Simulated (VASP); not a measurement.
A run of VASP 6.6.1 is set up as follows.

File INCAR:

```
PREC = Accurate
ENCUT = 520
EDIFF = 1E-6
ISMEAR = 0
SIGMA = 0.1
LREAL = F
LASPH = T
NELM = 100
ALGO = Normal
ISIF = 2
LWAVE = F
LCHARG = F
LDIPOL = T
IDIPOL = 3
DIPOL = 0.5 0.5 0.500
GGA = PE
NBANDS = 16
```

The input KPOINTS:

```
Automatic mesh
0
Gamma
  4 4 1
```

File POSCAR:

```
ZnS
1.0
    3.8249530000      0.0000000000      0.0000000000
    0.0000000000      3.8249530000      0.0000000000
    0.0000000000      0.0000000000     16.0000000000
Zn S
1 1
Direct
    0.0000000000      0.5000000000      0.4577398400
    0.0000000000      0.0000000000      0.5422601600
```

Potentials or basis: VASP PAW PBE potentials, release 64 (Zn, S).

Run with:

```bash
$ cat potpaw_PBE.64/Zn/POTCAR potpaw_PBE.64/S/POTCAR > POTCAR
$ mpirun -np 1 vasp_std > vasp.out
```

Q: Estimate the band gap on the k mesh.

A: 0.02 eV, direct.

Q: Predict the largest force.

A: 2.324 eV/Å.

Forces in eV/Å, atoms in the order of the input:
```
Zn   0.000  0.000  2.324
S    0.000  0.000 -2.324
```
